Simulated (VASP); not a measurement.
# Si (P1) in VASP: a series of runs

The runs below take Si through single point, with PBE.

Program: VASP 6.6.1. These are calculated values, not measurements. Logs are shortened: lines on timing, memory, paths and dates and some standing lists are left out, and cuts for length are marked.

## (1) The cell of the first run

The typed cell holds 15 atoms: a = 10.860 Å, b = 5.430 Å, c = 5.430 Å, α = 90.00°, β = 90.00°, γ = 90.00°.

## (2) Single point, PBE

The input, INCAR:

```
ALGO     = Normal         # electronic algorithm
EDIFF    = 1E-6           # SCF threshold, eV
ENCUT    = 500            # plane-wave cutoff, eV
GGA      = PE             # functional
GGA_COMPAT= False        
ISIF     = 2              # what is computed and relaxed
ISMEAR   = 0              # smearing method
LASPH    = True           # aspherical terms in the spheres
LCHARG   = False          # write CHGCAR
LREAL    = False          # projectors in reciprocal space
LWAVE    = False          # write WAVECAR
NBANDS   = 43             # bands
NELM     = 120            # most SCF steps
PREC     = Accurate       # precision mode
SIGMA    = 0.01           # smearing width, eV
```

The input, KPOINTS:

```
k-points
0
Gamma
  1 1 1
```

The input, POSCAR:

```
Si
1.0
   10.8600000000      0.0000000000      0.0000000000
    0.0000000000      5.4300000000      0.0000000000
    0.0000000000      0.0000000000      5.4300000000
Si
15
Direct
    0.0005740000      0.9966860000      0.9921590000
    0.0028620000      0.5036580000      0.5014090000
    0.2539240000      0.0032970000      0.4986950000
    0.1204690000      0.2497770000      0.2512250000
    0.1247400000      0.7467910000      0.7517610000
    0.3744750000      0.2449760000      0.7545420000
    0.3679700000      0.7566100000      0.2540310000
    0.5017240000      0.9954420000      0.9968840000
    0.5043080000      0.4982360000      0.5079880000
    0.7511870000      0.9969860000      0.4993270000
    0.7489650000      0.5033010000      0.0024170000
    0.6236760000      0.2419470000      0.2570220000
    0.6274030000      0.7549770000      0.7402560000
    0.8762100000      0.2501360000      0.7411620000
    0.8705500000      0.7615670000      0.2525200000
```

Potentials or basis: VASP PAW PBE potentials, release 64 (Si).

Launch:

```
cat potpaw_PBE.64/Si/POTCAR > POTCAR
mpirun -np 1 vasp_gam > vasp.out
```

OUTCAR:

```text
EDIFF = 1E-6
   ENCUT = 500
   GGA = PE
   ISIF = 2
   ISMEAR = 0
   LASPH = True
   LREAL = False
   NELM = 120
   PREC = Accurate

 ion  position               nearest neighbor table
   1  0.001  0.997  0.992-   5 2.32   4 2.36  14 2.36  15 2.37
   2  0.003  0.504  0.501-   5 2.31   4 2.32  14 2.34  15 2.42
   3  0.254  0.003  0.499-   7 2.26   6 2.32   4 2.39   5 2.41
   4  0.120  0.250  0.251-   2 2.32   1 2.36   3 2.39
   5  0.125  0.747  0.752-   2 2.31   1 2.32   3 2.41
   6  0.374  0.245  0.755-   3 2.32   8 2.34   9 2.38
   7  0.368  0.757  0.254-   3 2.26   8 2.40   9 2.46
   8  0.502  0.995  0.997-   6 2.34  13 2.35  12 2.35   7 2.40
   9  0.504  0.498  0.508-  13 2.31  12 2.34   6 2.38   7 2.46
  10  0.751  0.997  0.499-  15 2.26  13 2.29  12 2.33  14 2.34
  11  0.749  0.503  0.002-  15 2.36  13 2.37  12 2.40  14 2.41
  12  0.624  0.242  0.257-  10 2.33   9 2.34   8 2.35  11 2.40
  13  0.627  0.755  0.740-  10 2.29   9 2.31   8 2.35  11 2.37
  14  0.876  0.250  0.741-  10 2.34   2 2.34   1 2.36  11 2.41
  15  0.871  0.762  0.253-  10 2.26  11 2.36   1 2.37   2 2.42

  LATTYP: Found a simple tetragonal cell.
 ALAT       =     5.4300000000
 C/A-ratio  =     2.0000000000

  Lattice vectors:

 A1 = (   0.0000000000,   5.4300000000,   0.0000000000)
 A2 = (   0.0000000000,   0.0000000000,   5.4300000000)
 A3 = (  10.8600000000,   0.0000000000,   0.0000000000)

Analysis of symmetry for initial positions (statically):
=====================================================================
 Subroutine PRICEL returns:
 Original cell was already a primitive cell.

 Routine SETGRP: Setting up the symmetry group for a
 simple tetragonal supercell.

 Subroutine GETGRP returns: Found  1 space group operations
 (whereof  1 operations were pure point group operations)
 out of a pool of 16 trial point group operations.

The static configuration has the point symmetry C_1 .

Analysis of symmetry for dynamics (positions and initial velocities):
=====================================================================
 Subroutine PRICEL returns:
 Original cell was already a primitive cell.

 Routine SETGRP: Setting up the symmetry group for a
 simple tetragonal supercell.

 Subroutine GETGRP returns: Found  1 space group operations
 (whereof  1 operations were pure point group operations)
 out of a pool of 16 trial point group operations.

The dynamic configuration has the point symmetry C_1 .

 Subroutine INISYM returns: Found  1 space group operations
 (whereof  1 operations are pure point group operations),
 and found     1 'primitive' translations

----------------------------------------------------------------------------------------

                                     Primitive cell

  volume of cell :     320.2060

  direct lattice vectors                    reciprocal lattice vectors
    10.860000000  0.000000000  0.000000000     0.092081031  0.000000000  0.000000000
     0.000000000  5.430000000  0.000000000     0.000000000  0.184162063  0.000000000
     0.000000000  0.000000000  5.430000000     0.000000000  0.000000000  0.184162063

  length of vectors
    10.860000000  5.430000000  5.430000000     0.092081031  0.184162063  0.184162063

  position of ions in fractional coordinates (direct lattice)
     0.000574000  0.996686000  0.992159000
     0.002862000  0.503658000  0.501409000
     0.253924000  0.003297000  0.498695000
     0.120469000  0.249777000  0.251225000
     0.124740000  0.746791000  0.751761000
     0.374475000  0.244976000  0.754542000
     0.367970000  0.756610000  0.254031000
     0.501724000  0.995442000  0.996884000
     0.504308000  0.498236000  0.507988000
     0.751187000  0.996986000  0.499327000
     0.748965000  0.503301000  0.002417000
     0.623676000  0.241947000  0.257022000
     0.627403000  0.754977000  0.740256000
     0.876210000  0.250136000  0.741162000
     0.870550000  0.761567000  0.252520000

  ion indices of the primitive-cell ions
   primitive index   ion index
                 1           1
                 2           2
                 3           3
                 4           4
                 5           5
                 6           6
                 7           7
                 8           8
                 9           9
                10          10
                11          11
                12          12
                13          13
                14          14
                15          15

----------------------------------------------------------------------------------------

 KPOINTS: k-points

Automatic generation of k-mesh.
 Grid dimensions read from file:
 generate k-points for:    1    1    1

 Generating k-lattice:

  Cartesian coordinates                     Fractional coordinates (reciprocal lattice)
     0.092081031  0.000000000  0.000000000     1.000000000  0.000000000  0.000000000
     0.000000000  0.184162063  0.000000000     0.000000000  1.000000000  0.000000000
     0.000000000  0.000000000  0.184162063     0.000000000  0.000000000  1.000000000

  Length of vectors
     0.092081031  0.184162063  0.184162063

  Shift w.r.t. Gamma in fractional coordinates (k-lattice)
     0.000000000  0.000000000  0.000000000

 Subroutine IBZKPT returns following result:
 ===========================================

 Found      1 irreducible k-points:

 Following reciprocal coordinates:
            Coordinates               Weight
  0.000000  0.000000  0.000000      1.000000
   k-points           NKPTS =      1   k-points in BZ     NKDIM =      1   number of bands    NBANDS=     43
   number of dos      NEDOS =    301   number of ions     NIONS =     15
   total plane-waves  NPLWV = 128000
   dimension x,y,z NGX =    80 NGY =   40 NGZ =   40
   dimension x,y,z NGXF=   160 NGYF=   80 NGZF=   80
   ions per type =              15
   NGX,Y,Z   is equivalent  to a cutoff of  12.25, 12.25, 12.25 a.u.
   NGXF,Y,Z  is equivalent  to a cutoff of  24.49, 24.49, 24.49 a.u.
 SYSTEM =  unknown system
   PREC   = accura    normal or accurate (medium, high low for compatibility)
   ISTART =      0    job   : 0-new  1-cont  2-samecut
   ICHARG =      2    charge: 1-file 2-atom 10-const
   ISPIN  =      1    spin polarized calculation?
   LNONCOLLINEAR =      F non collinear calculations
   LSORBIT =      F    spin-orbit coupling
   LASPH  =      T    aspherical Exc in radial PAW
   ENCUT  =  500.0 eV  36.75 Ry    6.06 a.u.  19.80  9.90  9.90*2*pi/ulx,y,z
   NELM   =    120;   NELMIN=  2; NELMDL= -5     # of ELM steps
   EDIFF  = 0.1E-05   stopping-criterion for ELM
   LREAL  =      F    real-space projection
   EDIFFG = 0.1E-04   stopping-criterion for IOM
   NSW    =      0    number of steps for IOM
   IBRION =     -1    ionic relax: 0-MD 1-quasi-New 2-CG
   NFREE  =      0    steps in history (QN), initial steepest desc. (CG)
   ISIF   =      2    stress and relaxation
   ISYM   =      2    0-nonsym 1-usesym 2-fastsym
   POTIM  = 0.5000    time-step for ionic-motion
   TEBEG  =    0.0;   TEEND  =   0.0 temperature during run
   PSTRESS=    0.0 pullay stress
   NELECT =      60.0000    total number of electrons
   NUPDOWN=      -1.0000    fix difference up-down
   EMIN   =  10.00;   EMAX   =-10.00  energy-range for DOS
   EFERMI =   0.00;   METHOD = LEGACY
   ISMEAR =     0;   SIGMA  =   0.01  broadening in eV -4-tet -1-fermi 0-gaus
   EFERMI_NEDOS =   21; number of points for ismear=-14 and -15
   IALGO  =     38    algorithm
   IMIX   =      4    mixing-type and parameters
     AMIX     =   0.40;   BMIX     =  1.00
     AMIX_MAG =   1.60;   BMIX_MAG =  1.00
  volume/ion in A,a.u.               =      21.35       144.06
  Fermi-wavevector in a.u.,A,eV,Ry     =   0.936804  1.770303 11.940497  0.877602
  Thomas-Fermi vector in A             =   2.063851
   LORBIT       =      0    0 simple, 1 ext, 2 COOP (PROOUT), +10 PAW based schemes
   GGA     = PE    functional components
   LHFCALC =     F    Hartree Fock is set to
   AEXX    =    0.0000 exact exchange contribution
   IVDW    =     0    specifies the selected vdW correction
   LEPSILON=     F    determine dielectric tensor
   LRPA    =     F    only Hartree local field effects (RPA)
 non-spin polarized calculation
 Gauss-broadening in eV      SIGMA  =   0.01
  energy-cutoff  :      500.00
  volume of cell :      320.21
 maximum number of plane-waves:      4068
 NGX is ok and might be reduce to    80
   NGX = 39   NGY = 19   NGZ = 19

 number of electron      60.0000000 magnetization

 Free energy of the ion-electron system (eV)
  ---------------------------------------------------
  ext. energy  EPLUGINS =         0.00000000
  ---------------------------------------------------
  free energy    TOTEN  =       -72.65233834 eV

  energy without entropy =      -72.64774888  energy(sigma->0) =      -72.65004361

 E-fermi :   6.0255     XC(G=0):  -9.1368

 val. band max:        6.0160379913   @ k =   0.0000   0.0000   0.0000
 cond. band min:       6.0350075056   @ k =   0.0000   0.0000   0.0000
 fundamental gap:      0.0189695143
 Fermi energy:         6.0255227485

 k-point     1 :       0.0000    0.0000    0.0000
  band No.  band energies     occupation
      1      -6.5952      2.00000
      2      -5.5805      2.00000
      3      -5.2267      2.00000
      4      -2.7819      2.00000
      5      -2.6349      2.00000
      6      -2.5962      2.00000
[... 34 lines left out ...]
     41       8.1952      0.00000
     42       8.2808      0.00000
 [bands above 42 left out]

------------------------ aborting loop because EDIFF is reached ----------------------------------------

  FORCE on cell =-STRESS in cart. coord.  units (eV):
  Direction    XX          YY          ZZ          XY          YZ          ZX
  --------------------------------------------------------------------------------------
  -------------------------------------------------------------------------------------
  Total      -14.8733796     15.3238019     14.0680317     -0.2377400      6.0636947     -1.6495733
  in kB      -74.4201877     76.6739130     70.3905628     -1.1895517     30.3401991     -8.2537769
  external PRESSURE =      24.2147627 kB  Pullay stress =       0.0000000 kB

 VOLUME and BASIS-vectors are now :
 -----------------------------------------------------------------------------
  energy-cutoff  :      500.00
  volume of cell :      320.21
      direct lattice vectors                 reciprocal lattice vectors
    10.860000000  0.000000000  0.000000000     0.092081031  0.000000000  0.000000000
     0.000000000  5.430000000  0.000000000     0.000000000  0.184162063  0.000000000
     0.000000000  0.000000000  5.430000000     0.000000000  0.000000000  0.184162063

 POSITION                                       TOTAL-FORCE (eV/Angst)
 -----------------------------------------------------------------------------------
      0.00623      5.41200      5.38742         0.220984     -0.023880      0.244009
      0.03108      2.73486      2.72265         0.045300      0.463586     -0.088329
      2.75761      0.01790      2.70791        -0.949928     -0.103437      0.451122
      1.30829      1.35629      1.36415        -0.252324     -0.193007     -0.125901
      1.35468      4.05508      4.08206         0.176667      0.308438     -0.301807
      4.06680      1.33022      4.09716         0.705405      0.178142     -0.317740
      3.99615      4.10839      1.37939         1.217040     -0.399565     -0.057265
      5.44872      5.40525      5.41308        -0.163380     -0.412102      0.104089
      5.47678      2.70542      2.75837        -0.571970      0.410109     -0.268271
      8.15789      5.41363      2.71135        -0.154985      0.478020      0.190373
      8.13376      2.73292      0.01312        -0.158057     -0.448026     -0.129437
      6.77312      1.31377      1.39563         0.244777      0.303738     -0.268127
      6.81360      4.09953      4.01959         0.195402     -0.112203      0.467761
      9.51564      1.35824      4.02451        -0.582196      0.197058      0.378367
      9.45417      4.13531      1.37118         0.027266     -0.646872     -0.278843
 -----------------------------------------------------------------------------------
    total drift:                               -0.000063      0.000047     -0.000114

  FREE ENERGIE OF THE ION-ELECTRON SYSTEM (eV)
  ---------------------------------------------------
  free  energy   TOTEN  =       -72.6523383355 eV

  energy  without entropy=      -72.6477488810  energy(sigma->0) =      -72.65004361
```

Wall time 32 s (1 thread of Intel Xeon 6975P-C (Granite Rapids), shared host); peak memory 0.29 GiB.

What came out:

| Property | Result |
| --- | --- |
| Free energy | -72.6523 eV |
| Pressure | 2.4 GPa |
| Largest force | 1.282 eV/Å |

Forces in eV/Å, atoms in the order of the input:
```
Si   0.221 -0.024  0.244
Si   0.045  0.464 -0.088
Si  -0.950 -0.103  0.451
Si  -0.252 -0.193 -0.126
Si   0.177  0.308 -0.302
Si   0.705  0.178 -0.318
Si   1.217 -0.400 -0.057
Si  -0.163 -0.412  0.104
Si  -0.572  0.410 -0.268
Si  -0.155  0.478  0.190
Si  -0.158 -0.448 -0.129
Si   0.245  0.304 -0.268
Si   0.195 -0.112  0.468
Si  -0.582  0.197  0.378
Si   0.027 -0.647 -0.279
```

Levels at points of the mesh, in eV from the Fermi level:
| k point | band 26 | band 27 | band 28 | band 29 | band 30 | band 31 | band 32 | band 33 | band 34 | band 35 |
| --- | --- | --- | --- | --- | --- | --- | --- | --- | --- | --- |
| (0.00, 0.00, 0.00) | -2.54 | -2.46 | -1.72 | -1.61 | -0.01 | 0.01 | 0.05 | 0.06 | 0.14 | 0.17 |

Caveat: the k points lie up to 1.16 Å⁻¹ apart, too coarse for converged energies, forces and pressures; forces of over 1 eV/Å act on the atoms, so gaps and moduli don't describe the material at rest.

## (3) Single point, PBE

The input, INCAR:

```
SYSTEM = Si
PREC = Accurate
ENCUT = 500
EDIFF = 1E-6
ISMEAR = -1
SIGMA = 0.01
LREAL = .FALSE.
LASPH = .TRUE.
NELM = 120
ALGO = Normal
ISIF = 2
LWAVE = .FALSE.
LCHARG = .FALSE.
GGA = PE
NBANDS = 43
GGA_COMPAT = .FALSE.
```

The input, KPOINTS:

```
regular mesh
0
G
  1 1 1
  0 0 0
```

POSCAR is that of step 2.

Potentials or basis: VASP PAW PBE potentials, release 64 (Si).

Launch:

```
cat potpaw_PBE.64/Si/POTCAR > POTCAR
mpirun -np 1 vasp_gam > vasp.out
```

Run time: 37 s. Hardware: 1 thread of Intel Xeon 6975P-C (Granite Rapids), shared host; peak memory 0.3 GiB.

Results (log left out):

| Item | Value |
| --- | --- |
| Free energy | -72.6619 eV |
| Pressure | 2.4 GPa |
| Largest force | 1.292 eV/Å |

Forces on the atoms (eV/Å):
```
Si   0.205 -0.006  0.197
Si   0.047  0.411 -0.101
Si  -0.968 -0.058  0.425
Si  -0.289 -0.192 -0.091
Si   0.108  0.277 -0.308
Si   0.774  0.197 -0.278
Si   1.227 -0.401 -0.058
Si  -0.177 -0.345  0.062
Si  -0.584  0.318 -0.260
Si  -0.177  0.541  0.240
Si  -0.127 -0.484 -0.196
Si   0.228  0.303 -0.258
Si   0.196 -0.143  0.486
Si  -0.535  0.207  0.397
Si   0.073 -0.624 -0.257
```

Stress tensor (GPa, compression positive):
```
-7.61 -0.19 -0.76
-0.19  7.66  2.91
-0.76  2.91  7.06
```

Levels at points of the mesh, in eV from the Fermi level:
```csv
k point,band 28,band 29,band 30,band 31,band 32,band 33
"(0.00, 0.00, 0.00)",-1.72,-1.61,-0.02,0.02,0.05,0.06
```

Caveat: the k points lie up to 1.16 Å⁻¹ apart, too coarse for converged energies, forces and pressures; forces of over 1 eV/Å act on the atoms, so gaps and moduli don't describe the material at rest.
